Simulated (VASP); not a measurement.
# Li3SCl (Pm-3m) in VASP: notebook

Li3SCl is run at these levels: PBE, PBEsol, r2SCAN; tasks: single point.

Program: VASP 6.6.1. These are calculated values, not measurements. Logs are shortened: lines on timing, memory, paths and dates and some standing lists are left out, and cuts for length are marked.

## 1. The cell of the first run

It takes space group Pm-3m (No. 221, cubic). The conventional cell has a = 4.579 Å, b = 4.579 Å, c = 4.579 Å, α = 90.00°, β = 90.00°, γ = 90.00°. Within 4.3 Å of Cl (site symmetry m-3m) lie 12 Li at 3.24 Å and 8 S at 3.97 Å. S (site symmetry m-3m) has 6 Li at 2.29 Å within 3.0 Å. Within 3.0 Å of Li (site symmetry 4/mmm) lie 2 S at 2.29 Å.

## 2. Single point, PBE

INCAR reads:

```
SYSTEM = Li3SCl
  PREC = Accurate
  ENCUT = 520
  EDIFF = 1E-6
  ISMEAR = 0
  SIGMA = 0.01
  LREAL = .False.
  LASPH = .True.
  NELM = 60
  ALGO = Normal
  ISIF = 2
  LWAVE = .False.
  LCHARG = .False.
  GGA = PE
  NBANDS = 19
```

KPOINTS reads:

```
Automatic mesh
0
Gamma
  4 4 4
  0 0 0
```

POSCAR reads:

```
Li3SCl
1.0
    4.5789803827      0.0000000000      0.0000000000
    0.0000000000      4.5789803827      0.0000000000
    0.0000000000      0.0000000000      4.5789803827
Cl S Li
1 1 3
Direct
    0.0000000000      0.0000000000      0.0000000000
    0.5000000000      0.5000000000      0.5000000000
    0.5000000000      0.5000000000      0.0000000000
    0.5000000000      0.0000000000      0.5000000000
    0.0000000000      0.5000000000      0.5000000000
```

Potentials or basis: VASP PAW PBE potentials, release 64 (Cl, S, Li_sv).

Launch:

```console
$ cat potpaw_PBE.64/Cl/POTCAR potpaw_PBE.64/S/POTCAR potpaw_PBE.64/Li_sv/POTCAR > POTCAR
$ mpirun -np 1 vasp_std > vasp.out
```

OUTCAR:

```text
SYSTEM = Li3SCl
   PREC = Accurate
   ENCUT = 520
   EDIFF = 1E-6
   ISMEAR = 0
   LREAL = .False.
   LASPH = .True.
   NELM = 60
   ISIF = 2
   GGA = PE

 ion  position               nearest neighbor table
   1  0.000  0.000  0.000-
   2  0.500  0.500  0.500-   3 2.29   4 2.29   5 2.29   3 2.29   4 2.29   5 2.29
   3  0.500  0.500  0.000-   2 2.29   2 2.29
   4  0.500  0.000  0.500-   2 2.29   2 2.29
   5  0.000  0.500  0.500-   2 2.29   2 2.29

  LATTYP: Found a simple cubic cell.
 ALAT       =     4.5789803827

  Lattice vectors:

 A1 = (   4.5789803827,   0.0000000000,   0.0000000000)
 A2 = (   0.0000000000,   4.5789803827,   0.0000000000)
 A3 = (   0.0000000000,   0.0000000000,   4.5789803827)

Analysis of symmetry for initial positions (statically):
=====================================================================
 Subroutine PRICEL returns:
 Original cell was already a primitive cell.

 Routine SETGRP: Setting up the symmetry group for a
 simple cubic supercell.

 Subroutine GETGRP returns: Found 48 space group operations
 (whereof 48 operations were pure point group operations)
 out of a pool of 48 trial point group operations.

The static configuration has the point symmetry O_h .

Analysis of symmetry for dynamics (positions and initial velocities):
=====================================================================
 Subroutine PRICEL returns:
 Original cell was already a primitive cell.

 Routine SETGRP: Setting up the symmetry group for a
 simple cubic supercell.

 Subroutine GETGRP returns: Found 48 space group operations
 (whereof 48 operations were pure point group operations)
 out of a pool of 48 trial point group operations.

The dynamic configuration has the point symmetry O_h .

 Subroutine INISYM returns: Found 48 space group operations
 (whereof 48 operations are pure point group operations),
 and found     1 'primitive' translations

----------------------------------------------------------------------------------------

                                     Primitive cell

  volume of cell :      96.0078

  direct lattice vectors                    reciprocal lattice vectors
     4.578980383  0.000000000  0.000000000     0.218389230  0.000000000  0.000000000
     0.000000000  4.578980383  0.000000000     0.000000000  0.218389230  0.000000000
     0.000000000  0.000000000  4.578980383     0.000000000  0.000000000  0.218389230

  length of vectors
     4.578980383  4.578980383  4.578980383     0.218389230  0.218389230  0.218389230

  position of ions in fractional coordinates (direct lattice)
     0.000000000  0.000000000  0.000000000
     0.500000000  0.500000000  0.500000000
     0.500000000  0.500000000  0.000000000
     0.500000000  0.000000000  0.500000000
     0.000000000  0.500000000  0.500000000

  ion indices of the primitive-cell ions
   primitive index   ion index
                 1           1
                 2           2
                 3           3
                 4           4
                 5           5

----------------------------------------------------------------------------------------

 KPOINTS: Automatic mesh

Automatic generation of k-mesh.
 Grid dimensions read from file:
 generate k-points for:    4    4    4

 Generating k-lattice:

  Cartesian coordinates                     Fractional coordinates (reciprocal lattice)
     0.054597308  0.000000000  0.000000000     0.250000000  0.000000000  0.000000000
     0.000000000  0.054597308  0.000000000     0.000000000  0.250000000  0.000000000
     0.000000000  0.000000000  0.054597308     0.000000000  0.000000000  0.250000000

  Length of vectors
     0.054597308  0.054597308  0.054597308

  Shift w.r.t. Gamma in fractional coordinates (k-lattice)
     0.000000000  0.000000000  0.000000000

 Subroutine IBZKPT returns following result:
 ===========================================

 Found     10 irreducible k-points:

 Following reciprocal coordinates:
            Coordinates               Weight
  0.000000  0.000000  0.000000      1.000000
  0.250000  0.000000  0.000000      6.000000
  0.500000  0.000000  0.000000      3.000000
  0.250000  0.250000  0.000000     12.000000
  0.500000  0.250000  0.000000     12.000000
  0.500000  0.500000  0.000000      3.000000
  0.250000  0.250000  0.250000      8.000000
  0.500000  0.250000  0.250000     12.000000
  0.500000  0.500000  0.250000      6.000000
  0.500000  0.500000  0.500000      1.000000
   k-points           NKPTS =     10   k-points in BZ     NKDIM =     10   number of bands    NBANDS=     19
   number of dos      NEDOS =    301   number of ions     NIONS =      5
   total plane-waves  NPLWV =  46656
   dimension x,y,z NGX =    36 NGY =   36 NGZ =   36
   dimension x,y,z NGXF=    72 NGYF=   72 NGZF=   72
   ions per type =               1   1   3
   NGX,Y,Z   is equivalent  to a cutoff of  13.07, 13.07, 13.07 a.u.
   NGXF,Y,Z  is equivalent  to a cutoff of  26.14, 26.14, 26.14 a.u.
 SYSTEM =  Li3SCl
   PREC   = accura    normal or accurate (medium, high low for compatibility)
   ISTART =      0    job   : 0-new  1-cont  2-samecut
   ICHARG =      2    charge: 1-file 2-atom 10-const
   ISPIN  =      1    spin polarized calculation?
   LNONCOLLINEAR =      F non collinear calculations
   LSORBIT =      F    spin-orbit coupling
   LASPH  =      T    aspherical Exc in radial PAW
   ENCUT  =  520.0 eV  38.22 Ry    6.18 a.u.   8.51  8.51  8.51*2*pi/ulx,y,z
   NELM   =     60;   NELMIN=  2; NELMDL= -5     # of ELM steps
   EDIFF  = 0.1E-05   stopping-criterion for ELM
   LREAL  =      F    real-space projection
   EDIFFG = 0.1E-04   stopping-criterion for IOM
   NSW    =      0    number of steps for IOM
   IBRION =     -1    ionic relax: 0-MD 1-quasi-New 2-CG
   NFREE  =      0    steps in history (QN), initial steepest desc. (CG)
   ISIF   =      2    stress and relaxation
   ISYM   =      2    0-nonsym 1-usesym 2-fastsym
   POTIM  = 0.5000    time-step for ionic-motion
   TEBEG  =    0.0;   TEEND  =   0.0 temperature during run
   PSTRESS=    0.0 pullay stress
   NELECT =      22.0000    total number of electrons
   NUPDOWN=      -1.0000    fix difference up-down
   EMIN   =  10.00;   EMAX   =-10.00  energy-range for DOS
   EFERMI =   0.00;   METHOD = LEGACY
   ISMEAR =     0;   SIGMA  =   0.01  broadening in eV -4-tet -1-fermi 0-gaus
   EFERMI_NEDOS =   21; number of points for ismear=-14 and -15
   IALGO  =     38    algorithm
   IMIX   =      4    mixing-type and parameters
     AMIX     =   0.40;   BMIX     =  1.00
     AMIX_MAG =   1.60;   BMIX_MAG =  1.00
  volume/ion in A,a.u.               =      19.20       129.58
  Fermi-wavevector in a.u.,A,eV,Ry     =   1.001798  1.893124 13.654804  1.003600
  Thomas-Fermi vector in A             =   2.134244
   LORBIT       =      0    0 simple, 1 ext, 2 COOP (PROOUT), +10 PAW based schemes
   GGA     = PE    functional components
   LHFCALC =     F    Hartree Fock is set to
   AEXX    =    0.0000 exact exchange contribution
   IVDW    =     0    specifies the selected vdW correction
   LEPSILON=     F    determine dielectric tensor
   LRPA    =     F    only Hartree local field effects (RPA)
 non-spin polarized calculation
 Gauss-broadening in eV      SIGMA  =   0.01
  energy-cutoff  :      520.00
  volume of cell :       96.01
 maximum number of plane-waves:      2612
 NGX is ok and might be reduce to    36
   NGX = 17   NGY = 17   NGZ = 17

 number of electron      22.0000022 magnetization

 Free energy of the ion-electron system (eV)
  ---------------------------------------------------
  ext. energy  EPLUGINS =         0.00000000
  ---------------------------------------------------
  free energy    TOTEN  =       -18.52550567 eV

  energy without entropy =      -18.52550567  energy(sigma->0) =      -18.52550567

 E-fermi :   0.1224     XC(G=0):  -7.7917

 val. band max:        0.0534867143   @ k =   0.5000   0.5000   0.0000
 cond. band min:       4.1732501793   @ k =   0.0000   0.0000   0.0000
 fundamental gap:      4.1197634650
 Fermi energy:         0.1223856268

 k-point     1 :       0.0000    0.0000    0.0000
  band No.  band energies     occupation
      1     -44.1325      2.00000
      2     -44.1214      2.00000
      3     -44.1214      2.00000
      4     -12.8613      2.00000
      5     -10.0582      2.00000
      6      -1.7114      2.00000
[... 11 lines left out ...]
     18      10.2886      0.00000
     19      10.2886      0.00000

 k-point     2 :       0.2500    0.0000    0.0000
  band No.  band energies     occupation
      1     -44.1310      2.00000
      2     -44.1228      2.00000
      3     -44.1214      2.00000
      4     -12.8385      2.00000
      5     -10.1028      2.00000
      6      -1.6601      2.00000
[... 11 lines left out ...]
     18       9.5195      0.00000
     19       9.5620      0.00000

 k-point     3 :       0.5000    0.0000    0.0000
  band No.  band energies     occupation
      1     -44.1288      2.00000
      2     -44.1250      2.00000
      3     -44.1214      2.00000
      4     -12.8150      2.00000
      5     -10.1477      2.00000
      6      -1.5496      2.00000
[... 11 lines left out ...]
     18       8.8954      0.00000
     19       8.9012      0.00000

 k-point     4 :       0.2500    0.2500    0.0000
  band No.  band energies     occupation
      1     -44.1298      2.00000
      2     -44.1232      2.00000
      3     -44.1223      2.00000
      4     -12.8190      2.00000
      5     -10.1328      2.00000
      6      -1.9613      2.00000
[... 11 lines left out ...]
     18       8.7221      0.00000
     19      10.2336      0.00000

 k-point     5 :       0.5000    0.2500    0.0000
  band No.  band energies     occupation
      1     -44.1276      2.00000
      2     -44.1250      2.00000
      3     -44.1225      2.00000
      4     -12.7992      2.00000
      5     -10.1629      2.00000
      6      -1.9727      2.00000
[... 11 lines left out ...]
     18       9.6766      0.00000
     19       9.9629      0.00000

 k-point     6 :       0.5000    0.5000    0.0000
  band No.  band energies     occupation
      1     -44.1250      2.00000
      2     -44.1249      2.00000
      3     -44.1249      2.00000
      4     -12.7832      2.00000
      5     -10.1781      2.00000
      6      -2.1948      2.00000
[... 11 lines left out ...]
     18       9.6727      0.00000
     19      10.4552      0.00000

 k-point     7 :       0.2500    0.2500    0.2500
  band No.  band energies     occupation
      1     -44.1287      2.00000
      2     -44.1232      2.00000
      3     -44.1232      2.00000
      4     -12.8013      2.00000
      5     -10.1567      2.00000
      6      -1.7439      2.00000
[... 11 lines left out ...]
     18      10.4862      0.00000
     19      10.4862      0.00000

 k-point     8 :       0.5000    0.2500    0.2500
  band No.  band energies     occupation
      1     -44.1268      2.00000
      2     -44.1249      2.00000
      3     -44.1232      2.00000
      4     -12.7833      2.00000
      5     -10.1807      2.00000
      6      -1.9741      2.00000
[... 11 lines left out ...]
     18       9.9191      0.00000
     19      10.5144      0.00000

 k-point     9 :       0.5000    0.5000    0.2500
  band No.  band energies     occupation
      1     -44.1249      2.00000
      2     -44.1249      2.00000
      3     -44.1249      2.00000
      4     -12.7674      2.00000
      5     -10.1984      2.00000
      6      -1.9773      2.00000
[... 11 lines left out ...]
     18       9.7510      0.00000
     19      10.2677      0.00000

 k-point    10 :       0.5000    0.5000    0.5000
  band No.  band energies     occupation
      1     -44.1248      2.00000
      2     -44.1248      2.00000
      3     -44.1248      2.00000
      4     -12.7513      2.00000
      5     -10.2185      2.00000
      6      -1.6246      2.00000
[... 11 lines left out ...]
     18       9.8340      0.00000
     19       9.8340      0.00000

------------------------ aborting loop because EDIFF is reached ----------------------------------------

  FORCE on cell =-STRESS in cart. coord.  units (eV):
  Direction    XX          YY          ZZ          XY          YZ          ZX
  --------------------------------------------------------------------------------------
  -------------------------------------------------------------------------------------
  Total        0.1214693      0.1214693      0.1214693      0.0000000      0.0000000      0.0000000
  in kB        2.0270789      2.0270789      2.0270789      0.0000000      0.0000000      0.0000000
  external PRESSURE =       2.0270789 kB  Pullay stress =       0.0000000 kB

 VOLUME and BASIS-vectors are now :
 -----------------------------------------------------------------------------
  energy-cutoff  :      520.00
  volume of cell :       96.01
      direct lattice vectors                 reciprocal lattice vectors
     4.578980383  0.000000000  0.000000000     0.218389230  0.000000000  0.000000000
     0.000000000  4.578980383  0.000000000     0.000000000  0.218389230  0.000000000
     0.000000000  0.000000000  4.578980383     0.000000000  0.000000000  0.218389230

 POSITION                                       TOTAL-FORCE (eV/Angst)
 -----------------------------------------------------------------------------------
      0.00000      0.00000      0.00000         0.000000      0.000000      0.000000
      2.28949      2.28949      2.28949         0.000000      0.000000      0.000000
      2.28949      2.28949      0.00000         0.000000      0.000000      0.000000
      2.28949      0.00000      2.28949         0.000000      0.000000      0.000000
      0.00000      2.28949      2.28949         0.000000      0.000000      0.000000
 -----------------------------------------------------------------------------------
    total drift:                                0.000000      0.000000      0.000000

  FREE ENERGIE OF THE ION-ELECTRON SYSTEM (eV)
  ---------------------------------------------------
  free  energy   TOTEN  =       -18.5255056742 eV

  energy  without entropy=      -18.5255056742  energy(sigma->0) =      -18.52550567
```

It took 40 s on 1 thread of AMD EPYC 7R43 (Zen 3), shared host; peak memory 0.16 GiB.

What came out:

```yaml
Free_energy: -18.5255 eV
Band_gap_on_the_k_mesh: 4.12 eV, indirect (least direct gap 4.15 eV)
```

Levels at points of the mesh, in eV from the valence-band top:
| k point | band 9 | band 10 | band 11 | band 12 | band 13 | band 14 |
| --- | --- | --- | --- | --- | --- | --- |
| (0.00, 0.00, 0.00) | -0.34 | -0.34 | -0.34 | 4.12 | 6.48 | 6.48 |
| (0.50, 0.00, 0.00) | -1.11 | -0.98 | -0.98 | 6.43 | 6.78 | 7.03 |
| (0.50, 0.50, 0.00) | -0.83 | 0.00 | 0.00 | 4.15 | 6.69 | 6.69 |
| (0.50, 0.50, 0.50) | -0.80 | -0.80 | -0.80 | 6.07 | 6.07 | 6.07 |

Caveat: the cutoff is under 1.25 times the usual one of these potentials, so pressure, stress and relaxed cells hold a basis-set (Pulay) error.

[end of part 1 of 3]
